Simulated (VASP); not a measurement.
Write the native input for VASP 6.6.1 that does the following.

- Task: single point
- Functional: PBE
- Potentials or basis: VASP PAW PBE potentials, release 64 (Na_pv, F)
- Cutoff: 520 eV
- k mesh: 6 × 6 × 8
- Occupations: gaussian, width 0.02 eV
- Spin: no spin polarisation
- Dipole correction: no
- Further INCAR settings: ALGO = Normal; EDIFF = 1e-06; NBANDS = 30

The structure of NaF lies in POSCAR:

```
NaF
1.0
    3.0815413266     -4.6712155881     -0.0000003636
    3.0815413266      4.6712155881     -0.0000003636
   -1.3946735070      0.0000000000      2.5825469260
Na F
3 3
Direct
    0.3024597637      0.9977615631      0.3997731609
    0.6618370286      0.6618370286      0.9120716018
    0.9977615631      0.3024597637      0.3997731609
    0.6958735571      0.0024755463      0.5995533032
    0.3393535412      0.3393535412      0.0891694698
    0.0024755463      0.6958735571      0.5995533032
```

This cell differs from its parent crystal: volume scaled by 0.88, then relaxed in part.

One way to write it, as run:

INCAR

```
ALGO     = Normal         # electronic algorithm
EDIFF    = 1E-6           # SCF threshold, eV
ENCUT    = 520            # plane-wave cutoff, eV
GGA      = PE             # functional
ISIF     = 2              # what is computed and relaxed
ISMEAR   = 0              # smearing method
LASPH    = True           # aspherical terms in the spheres
LCHARG   = False          # write CHGCAR
LREAL    = False          # projectors in reciprocal space
LWAVE    = False          # write WAVECAR
NBANDS   = 30             # bands
NELM     = 100            # most SCF steps
PREC     = Accurate       # precision mode
SIGMA    = 0.02           # smearing width, eV
```

KPOINTS

```
k-points
0
Gamma
  6 6 8
```

Potentials or basis: VASP PAW PBE potentials, release 64 (Na_pv, F).

Command:

```sh
$ cat potpaw_PBE.64/Na_pv/POTCAR potpaw_PBE.64/F/POTCAR > POTCAR
$ mpirun -np 1 vasp_std > vasp.out
```

Results of the run:

```json
{
  "Pressure": "6.7 GPa",
  "Largest force": "0.013 eV/Å",
  "Band gap on the k mesh": "5.95 eV, indirect (least direct gap 5.98 eV)"
}
```

Run time: 3.5 min on 1 thread of Oxide Virtual Turin-like Processor, on a shared host, peak memory 0.25 GiB.
